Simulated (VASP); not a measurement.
# Si (I4/mmm) in VASP: further runs

Aim: see how the results for Si move with the level of theory and the settings. Levels: PBE-based screened hybrid, HSE06. Tasks: single point.

Program: VASP 6.6.1. These are calculated values, not measurements. Logs are shortened: lines on timing, memory, paths and dates and some standing lists are left out, and cuts for length are marked.

## (1) The cell of the first run

Symmetry: I4/mmm, No. 139, tetragonal system. The conventional cell has a = 3.254 Å, b = 3.254 Å, c = 2.641 Å, α = 90.00°, β = 90.00°, γ = 90.00°. Si (site symmetry 4/mmm) has 14 Si at 2.64 to 3.25 Å within 3.5 Å.

## (2) Single point, PBE-based screened hybrid

POSCAR reads:

```
Si
1.0
   -1.6269149300      1.6269149300      1.3203298500
    1.6269149300     -1.6269149300      1.3203298500
    1.6269149300      1.6269149300     -1.3203298500
Si
1
Direct
    0.0000000000      0.0000000000      0.0000000000
```

INCAR.step1 reads:

```
SYSTEM = Si
PREC = Accurate ; ENCUT = 520
EDIFF = 1E-5 ; ISMEAR = -1
SIGMA = 0.05 ; LREAL = .FALSE.
LASPH = .TRUE. ; NELM = 60
ALGO = Normal ; ISIF = 2
LWAVE = .TRUE. ; LCHARG = .FALSE.
NBANDS = 8 ; GGA = PE
```

INCAR.step2 reads:

```
SYSTEM = Si
PREC = Accurate ; ENCUT = 520
EDIFF = 1E-6 ; ISMEAR = -1
SIGMA = 0.05 ; LREAL = .FALSE.
LASPH = .TRUE. ; NELM = 60
ALGO = Normal ; ISIF = 2
LWAVE = .FALSE. ; LCHARG = .FALSE.
GGA = PE ; LHFCALC = .TRUE.
AEXX = 0.25 ; HFSCREEN = 0.3
PRECFOCK = Normal ; NBANDS = 8
ISTART = 1
```

KPOINTS reads:

```
Automatic mesh
0
G
  7 7 7
  0 0 0
```

Potentials or basis: VASP PAW PBE potentials, release 64 (Si).

Run with:

```
> cat potpaw_PBE.64/Si/POTCAR > POTCAR
> cp INCAR.step1 INCAR
> mpirun -np 1 vasp_std > vasp.out
> cp INCAR.step2 INCAR
> mpirun -np 1 vasp_std > vasp.out
```

OUTCAR:

```text
SYSTEM = Si
   PREC = Accurate
   ENCUT = 520
   EDIFF = 1E-6
   ISMEAR = -1
   LREAL = .FALSE.
   LASPH = .TRUE.
   NELM = 60
   ISIF = 2
   GGA = PE
   LHFCALC = .TRUE.
   AEXX = 0.25
   HFSCREEN = 0.3
   PRECFOCK = Normal
   ISTART = 1

 ion  position               nearest neighbor table
   1  0.000  0.000  0.000-

  LATTYP: Found a body centered tetragonal cell.
 ALAT       =     3.2538298600
 C/A-ratio  =     0.8115543263

  Lattice vectors:

 A1 = (  -1.6269149300,   1.6269149300,   1.3203298500)
 A2 = (   1.6269149300,  -1.6269149300,   1.3203298500)
 A3 = (   1.6269149300,   1.6269149300,  -1.3203298500)

Analysis of symmetry for initial positions (statically):
=====================================================================
 Subroutine PRICEL returns:
 Original cell was already a primitive cell.

 Routine SETGRP: Setting up the symmetry group for a
 body centered tetragonal supercell.

 Subroutine GETGRP returns: Found 16 space group operations
 (whereof 16 operations were pure point group operations)
 out of a pool of 16 trial point group operations.

The static configuration has the point symmetry D_4h.

Analysis of symmetry for dynamics (positions and initial velocities):
=====================================================================
 Subroutine PRICEL returns:
 Original cell was already a primitive cell.

 Routine SETGRP: Setting up the symmetry group for a
 body centered tetragonal supercell.

 Subroutine GETGRP returns: Found 16 space group operations
 (whereof 16 operations were pure point group operations)
 out of a pool of 16 trial point group operations.

The dynamic configuration has the point symmetry D_4h.

 Subroutine INISYM returns: Found 16 space group operations
 (whereof 16 operations are pure point group operations),
 and found     1 'primitive' translations

----------------------------------------------------------------------------------------

                                     Primitive cell

  volume of cell :      13.9789

  direct lattice vectors                    reciprocal lattice vectors
    -1.626914930  1.626914930  1.320329850     0.000000000  0.307330144  0.378693249
     1.626914930 -1.626914930  1.320329850     0.307330144  0.000000000  0.378693249
     1.626914930  1.626914930 -1.320329850     0.307330144  0.307330144  0.000000000

  length of vectors
     2.652729781  2.652729781  2.652729781     0.487709334  0.487709334  0.434630458

  position of ions in fractional coordinates (direct lattice)
     0.000000000  0.000000000  0.000000000

  ion indices of the primitive-cell ions
   primitive index   ion index
                 1           1

----------------------------------------------------------------------------------------

 KPOINTS: Automatic mesh

Automatic generation of k-mesh.
 Grid dimensions read from file:
 generate k-points for:    7    7    7

 Generating k-lattice:

  Cartesian coordinates                     Fractional coordinates (reciprocal lattice)
     0.000000000  0.043904306  0.054099036     0.142857143 -0.000000000  0.000000000
     0.043904306  0.000000000  0.054099036    -0.000000000  0.142857143  0.000000000
     0.043904306  0.043904306  0.000000000     0.000000000  0.000000000  0.142857143

  Length of vectors
     0.069672762  0.069672762  0.062090065

  Shift w.r.t. Gamma in fractional coordinates (k-lattice)
     0.000000000  0.000000000  0.000000000

 Subroutine IBZKPT returns following result:
 ===========================================

 Found     40 irreducible k-points:

 Following reciprocal coordinates:
            Coordinates               Weight
  0.000000  0.000000  0.000000      1.000000
  0.142857  0.000000 -0.000000      8.000000
  0.285714  0.000000 -0.000000      8.000000
  0.428571 -0.000000  0.000000      8.000000
  0.142857  0.142857 -0.000000      8.000000
  0.285714  0.142857  0.000000     16.000000
[... 16 lines left out ...]
 -0.142857  0.285714  0.142857      8.000000
 -0.428571  0.428571  0.142857      8.000000
 [... further k-points ...]
   k-points           NKPTS =     40   k-points in BZ     NKDIM =    343   number of bands    NBANDS=      8
   number of dos      NEDOS =    301   number of ions     NIONS =      1
   total plane-waves  NPLWV =   8000
   dimension x,y,z NGX =    20 NGY =   20 NGZ =   20
   dimension x,y,z NGXF=    40 NGYF=   40 NGZF=   40
   ions per type =               1
   NGX,Y,Z   is equivalent  to a cutoff of  12.53, 12.53, 12.53 a.u.
   NGXF,Y,Z  is equivalent  to a cutoff of  25.07, 25.07, 25.07 a.u.
 SYSTEM =  Si
   PREC   = accura    normal or accurate (medium, high low for compatibility)
   ISTART =      1    job   : 0-new  1-cont  2-samecut
   ICHARG =      0    charge: 1-file 2-atom 10-const
   ISPIN  =      1    spin polarized calculation?
   LNONCOLLINEAR =      F non collinear calculations
   LSORBIT =      F    spin-orbit coupling
   LASPH  =      T    aspherical Exc in radial PAW
   ENCUT  =  520.0 eV  38.22 Ry    6.18 a.u.   4.93  4.93  4.93*2*pi/ulx,y,z
   NELM   =     60;   NELMIN=  2; NELMDL=  0     # of ELM steps
   EDIFF  = 0.1E-05   stopping-criterion for ELM
   LREAL  =      F    real-space projection
   EDIFFG = 0.1E-04   stopping-criterion for IOM
   NSW    =      0    number of steps for IOM
   IBRION =     -1    ionic relax: 0-MD 1-quasi-New 2-CG
   NFREE  =      0    steps in history (QN), initial steepest desc. (CG)
   ISIF   =      2    stress and relaxation
   ISYM   =      3    0-nonsym 1-usesym 2-fastsym
   POTIM  = 0.5000    time-step for ionic-motion
   TEBEG  =    0.0;   TEEND  =   0.0 temperature during run
   PSTRESS=    0.0 pullay stress
   NELECT =       4.0000    total number of electrons
   NUPDOWN=      -1.0000    fix difference up-down
   EMIN   =  10.00;   EMAX   =-10.00  energy-range for DOS
   EFERMI =   0.00;   METHOD = LEGACY
   ISMEAR =    -1;   SIGMA  =   0.05  broadening in eV -4-tet -1-fermi 0-gaus
   EFERMI_NEDOS =   21; number of points for ismear=-14 and -15
   IALGO  =     38    algorithm
   IMIX   =      1    mixing-type and parameters
     AMIX     =   0.40;   BMIX     =  1.00
     AMIX_MAG =   1.60;   BMIX_MAG =  1.00
  volume/ion in A,a.u.               =      13.98        94.33
  Fermi-wavevector in a.u.,A,eV,Ry     =   1.078791  2.038620 15.834335  1.163791
  Thomas-Fermi vector in A             =   2.214739
   LORBIT       =      0    0 simple, 1 ext, 2 COOP (PROOUT), +10 PAW based schemes
   GGA     = PE    functional components
   LHFCALC =     T    Hartree Fock is set to
   PRECFOCK=normal    Normal, Fast or Accurate (Low or Medium for compatibility)
   ENCUT4O =  -1.0   cutoff for four orbital integrals eV
   NKREDX  =     1    reduce k-point grid by
   NKREDY  =     1    reduce k-point grid by
   NKREDZ  =     1    reduce k-point grid by
   AEXX    =    0.2500 exact exchange contribution
   HFSCREEN=    0.3000 screening length (either q_TF or 0.3 A-1)
   HFSCREENC=   0.3000 screening length for correlation (either q_TF or 0.3 A-1)
   ENCUTFOCK=  -1.0 apply spherical cutoff to Coloumb kernel
   IVDW    =     0    specifies the selected vdW correction
   LEPSILON=     F    determine dielectric tensor
   LRPA    =     F    only Hartree local field effects (RPA)
 non-spin polarized calculation
  energy-cutoff  :      520.00
  volume of cell :       13.98
 maximum number of plane-waves:       386
  NGX = 16; NGY = 16; NGZ = 16

 number of electron       3.9999999 magnetization

 Free energy of the ion-electron system (eV)
  ---------------------------------------------------
  ext. energy  EPLUGINS =         0.00000000
  ---------------------------------------------------
  free energy    TOTEN  =        -5.48308936 eV

  energy without entropy =       -5.47741813  energy(sigma->0) =       -5.48025374

 E-fermi :  10.7358     XC(G=0):  -9.4591

 val. band max:       10.6969127758   @ k =   0.2857   0.1429   0.1429
 cond. band min:      10.9358339967   @ k =  -0.4286  -0.4286   0.4286
 fundamental gap:      0.2389212210
 Fermi energy:        10.7357584451

 k-point     1 :       0.0000    0.0000    0.0000
  band No.  band energies     occupation
      1      -5.8505      2.00000
      2      20.9273      0.00000
      3      21.6388      0.00000
      4      21.6388      0.00000
      5      24.5229      0.00000
      6      25.6710      0.00000
      7      26.9209      0.00000
      8      26.9209      0.00000

 k-point     2 :       0.1429    0.0000   -0.0000
  band No.  band energies     occupation
      1      -5.0717      2.00000
      2      18.2608      0.00000
      3      20.0108      0.00000
      4      20.2046      0.00000
      5      23.0366      0.00000
      6      25.3591      0.00000
      7      26.3879      0.00000
      8      27.9855      0.00000

 k-point     3 :       0.2857    0.0000   -0.0000
  band No.  band energies     occupation
      1      -2.7424      2.00000
      2      12.9460      0.00000
      3      16.4898      0.00000
      4      18.5586      0.00000
      5      19.8607      0.00000
      6      22.6784      0.00000
      7      29.1560      0.00000
      8      31.5214      0.00000

 k-point     4 :       0.4286   -0.0000    0.0000
  band No.  band energies     occupation
      1       1.1098      2.00000
      2       6.4355      2.00000
      3      15.9166      0.00000
      4      17.7374      0.00000
      5      17.8836      0.00000
      6      20.8948      0.00000
      7      30.1740      0.00000
      8      33.8266      0.00000

 k-point     5 :       0.1429    0.1429   -0.0000
  band No.  band energies     occupation
      1      -3.3544      2.00000
      2      15.6484      0.00000
      3      16.7064      0.00000
      4      16.9183      0.00000
      5      22.7688      0.00000
      6      24.0411      0.00000
      7      26.3450      0.00000
      8      26.8594      0.00000
[... 177 lines left out ...]
 k-point    22 :      -0.2857    0.2857    0.1429
  band No.  band energies     occupation
      1      -2.7858      2.00000
      2       9.7879      2.00000
      3      17.9403      0.00000
      4      19.5095      0.00000
      5      22.1494      0.00000
      6      27.0383      0.00000
      7      27.9811      0.00000
      8      30.4645      0.00000

 k-point    23 :      -0.1429    0.2857    0.1429
  band No.  band energies     occupation
      1      -2.6208      2.00000
      2      12.8360      0.00000
      3      14.9547      0.00000
      4      15.5668      0.00000
      5      25.4184      0.00000
      6      25.9275      0.00000
      7      27.4747      0.00000
      8      30.3348      0.00000

 k-point    24 :      -0.4286    0.4286    0.1429
  band No.  band energies     occupation
      1       0.2151      2.00000
      2       4.6172      2.00000
      3      18.5222      0.00000
      4      20.1717      0.00000
      5      21.1802      0.00000
      6      24.5417      0.00000
      7      26.1387      0.00000
      8      30.2888      0.00000

 [... further k-points ...]

------------------------ aborting loop because EDIFF is reached ----------------------------------------

  FORCE on cell =-STRESS in cart. coord.  units (eV):
  Direction    XX          YY          ZZ          XY          YZ          ZX
  --------------------------------------------------------------------------------------
  -------------------------------------------------------------------------------------
  Total        0.3330659      0.3330659     -0.2356098      0.0000000      0.0000000      0.0000000
  in kB       38.1740848     38.1740848    -27.0042261      0.0000000      0.0000000      0.0000000
  external PRESSURE =      16.4479812 kB  Pullay stress =       0.0000000 kB

 VOLUME and BASIS-vectors are now :
 -----------------------------------------------------------------------------
  energy-cutoff  :      520.00
  volume of cell :       13.98
      direct lattice vectors                 reciprocal lattice vectors
    -1.626914930  1.626914930  1.320329850     0.000000000  0.307330144  0.378693249
     1.626914930 -1.626914930  1.320329850     0.307330144  0.000000000  0.378693249
     1.626914930  1.626914930 -1.320329850     0.307330144  0.307330144  0.000000000

 POSITION                                       TOTAL-FORCE (eV/Angst)
 -----------------------------------------------------------------------------------
      0.00000      0.00000      0.00000        -0.000000      0.000000      0.000000
 -----------------------------------------------------------------------------------
    total drift:                                0.000000      0.000000      0.000000

  FREE ENERGIE OF THE ION-ELECTRON SYSTEM (eV)
  ---------------------------------------------------
  free  energy   TOTEN  =        -5.4830893557 eV

  energy  without entropy=       -5.4774181298  energy(sigma->0) =       -5.48025374
```

Run time: 3.3 min. Hardware: 1 thread of Intel Xeon Platinum 8375C at 2.90GHz (Ice Lake), shared host; peak memory 0.22 GiB.

What came out:

```yaml
Free_energy: -5.4831 eV
Pressure: 1.6 GPa
Band_gap_on_the_k_mesh: zero (band 2 reaches 20.93 eV, above the bottom of band 3 at 7.08 eV)
```

Stress tensor (GPa, compression positive):
```
 3.82  0.00  0.00
 0.00  3.82  0.00
 0.00  0.00 -2.70
```

Caveat: the k points lie up to 0.44 Å⁻¹ apart; the PAW data sets were made with another functional, which shifts forces and pressure a little.

## (3) Single point, PBE-based screened hybrid

POSCAR is that of step 2.

INCAR.step1 reads:

```
PREC = Accurate ; ENCUT = 520
EDIFF = 1E-5 ; ISMEAR = -1
SIGMA = 0.05 ; LREAL = False
LASPH = True ; NELM = 80
ALGO = Normal ; ISIF = 2
LWAVE = True ; LCHARG = False
GGA = PE ; NBANDS = 8
```

INCAR.step2 reads:

```
PREC = Accurate ; ENCUT = 520
EDIFF = 1E-7 ; ISMEAR = -1
SIGMA = 0.05 ; LREAL = False
LASPH = True ; NELM = 80
ALGO = Normal ; ISIF = 2
LWAVE = False ; LCHARG = False
GGA = PE ; LHFCALC = True
AEXX = 0.25 ; HFSCREEN = 0.6
PRECFOCK = Normal ; ISTART = 1
NBANDS = 8
```

KPOINTS reads:

```
regular mesh
0
Gamma
  7 7 7
```

Potentials or basis: VASP PAW PBE potentials, release 64 (Si).

Run with:

```
> cat potpaw_PBE.64/Si/POTCAR > POTCAR
> cp INCAR.step1 INCAR
> mpirun -np 1 vasp_std > vasp.out
> cp INCAR.step2 INCAR
> mpirun -np 1 vasp_std > vasp.out
```

Run time: 3.5 min. Hardware: 1 thread of Intel Xeon Platinum 8375C at 2.90GHz (Ice Lake), shared host; peak memory 0.22 GiB.

It converged, with:

| Quantity | Value |
| --- | --- |
| Free energy | -5.1704 eV |
| Pressure | 2.5 GPa |
| Band gap on the k mesh | zero (band 2 reaches 20.60 eV, above the bottom of band 3 at 7.25 eV) |

Stress tensor (GPa, compression positive):
```
 4.86  0.00  0.00
 0.00  4.86  0.00
 0.00  0.00 -2.11
```

Levels at points of the mesh, in eV from the Fermi level:
```
           k point  band 1  band 2  band 3  band 4  band 5
(0.00, 0.00, 0.00)  -15.86    9.87   10.54   10.54   13.42
```

Caveat: the k points lie up to 0.44 Å⁻¹ apart; the PAW data sets were made with another functional, which shifts forces and pressure a little.

## (4) Single point, HSE06

This run uses another cell than the first one, of 14.54 Å³/atom, 1.040 times its volume.

POSCAR reads:

```
Si
1.0
   -1.6483241605      1.6483241605      1.3377046037
    1.6483241605     -1.6483241605      1.3377046037
    1.6483241605      1.6483241605     -1.3377046037
Si
1
Direct
    0.0000000000      0.0000000000      0.0000000000
```

INCAR.step1 reads:

```
PREC = Accurate
ENCUT = 520
EDIFF = 1E-5
ISMEAR = -1
SIGMA = 0.05
LREAL = F
LASPH = T
NELM = 80
ALGO = Normal
ISIF = 2
LWAVE = T
LCHARG = F
GGA = PE
NBANDS = 8
```

INCAR.step2 reads:

```
PREC = Accurate
ENCUT = 520
EDIFF = 1E-7
ISMEAR = -1
SIGMA = 0.05
LREAL = F
LASPH = T
NELM = 80
ALGO = Normal
ISIF = 2
LWAVE = F
LCHARG = F
GGA = PE
LHFCALC = T
HFSCREEN = 0.2079
PRECFOCK = Normal
ISTART = 1
NBANDS = 8
```

KPOINTS reads:

```
Automatic mesh
0
Gamma
  8 8 8
```

Run with:

```
> cat potpaw_PBE.64/Si/POTCAR > POTCAR
> cp INCAR.step1 INCAR
> mpirun -np 1 vasp_std > vasp.out
> cp INCAR.step2 INCAR
> mpirun -np 1 vasp_std > vasp.out
```

Wall time 5.5 min (1 thread of Intel Xeon Platinum 8488C (Sapphire Rapids), shared host); peak memory 0.23 GiB.

It converged, with:

| Quantity | Value |
| --- | --- |
| Free energy | -5.6935 eV |
| Pressure | -2.2 GPa |
| Band gap on the k mesh | zero (band 2 reaches 20.46 eV, above the bottom of band 3 at 7.03 eV) |

Stress tensor (GPa, compression positive):
```
 0.86  0.00  0.00
 0.00  0.86  0.00
 0.00  0.00 -8.18
```

Levels at points of the mesh, in eV from the Fermi level:
```
           k point  band 1  band 2  band 3  band 4  band 5  band 6  band 7
(0.00, 0.00, 0.00)  -16.49   10.16   10.56   10.56   13.65   14.38   16.00
(0.50, 0.00, 0.00)   -7.35   -7.09    5.00    6.73    6.90    9.67   19.48
(0.50, 0.50, 0.00)   -9.83   -8.40    9.45   12.13   12.19   12.41   18.02
(0.50, 0.50, 0.50)   -3.02   -3.02   -1.99    1.35    4.37    6.85   26.17
```

Caveat: the k points lie up to 0.38 Å⁻¹ apart; the PAW data sets were made with another functional, which shifts forces and pressure a little.

## (5) The runs side by side

| level | cell | k mesh | share of exact exchange | screening parameter | gap on the mesh (eV) | pressure (GPa) |
| --- | --- | --- | --- | --- | --- | --- |
| PBE-based screened hybrid | a = 2.653 Å, angles 104.3, 104.3, 120.3°, 1 atom | 7 × 7 × 7 | 0.25 | 0.3 1/Å | none | 1.6 |
| PBE-based screened hybrid | a = 2.653 Å, angles 104.3, 104.3, 120.3°, 1 atom | 7 × 7 × 7 | 0.25 | 0.6 1/Å | none | 2.5 |
| HSE06 | a = 2.688 Å, angles 104.3, 104.3, 120.3°, 1 atom | 8 × 8 × 8 | - | 0.2079 1/Å | none | -2.2 |

Alike in all rows: task single point; potentials or basis VASP PAW PBE potentials, release 64 (Si); no spin polarisation; cutoff (eV) 520; smearing fermi-dirac 0.05 eV.

Caveats: all runs use coarse meshes; the PAW data sets were made with another functional, which shifts forces and pressure a little.

Total energies depend on the potentials used, so only differences within one code and one set of settings carry meaning.
